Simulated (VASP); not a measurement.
Input of a VASP 6.6.1 run:

Contents of INCAR:

```
  PREC = Accurate
  ENCUT = 520
  EDIFF = 1E-7
  ISMEAR = 0
  SIGMA = 0.1
  LREAL = False
  LASPH = True
  NELM = 150
  ALGO = Normal
  ISIF = 2
  LWAVE = False
  LCHARG = True
  ISPIN = 2
  MAGMOM = 0 0.36 0.36 0.36
  LORBIT = 11
  LMAXMIX = 4
  GGA = PE
  LELF = True
  LVHAR = True
  NBANDS = 36
```

The input KPOINTS:

```
regular mesh
0
Gamma
  4 4 4
```

File POSCAR:

```
CaV3
1.0
    4.1000671979      0.0000000000      0.0000000000
    0.0000000000      4.1000671979      0.0000000000
    0.0000000000      0.0000000000      4.1000671979
Ca V
1 3
Direct
    0.0000000000      0.0000000000      0.0000000000
    0.0000000000      0.5000000000      0.5000000000
    0.5000000000      0.0000000000      0.5000000000
    0.5000000000      0.5000000000      0.0000000000
```

Potentials or basis: VASP PAW PBE potentials, release 64 (Ca_sv, V_sv).

Launch:

```bash
$ cat potpaw_PBE.64/Ca_sv/POTCAR potpaw_PBE.64/V_sv/POTCAR > POTCAR
$ mpirun -np 1 vasp_std > vasp.out
```

Q: Predict the site moments.

A: Ca +0.01; V +0.35 μB.

Q: What does it give for the pressure?

A: 0.0 GPa.

Caveat: the k points lie up to 0.38 Å⁻¹ apart.
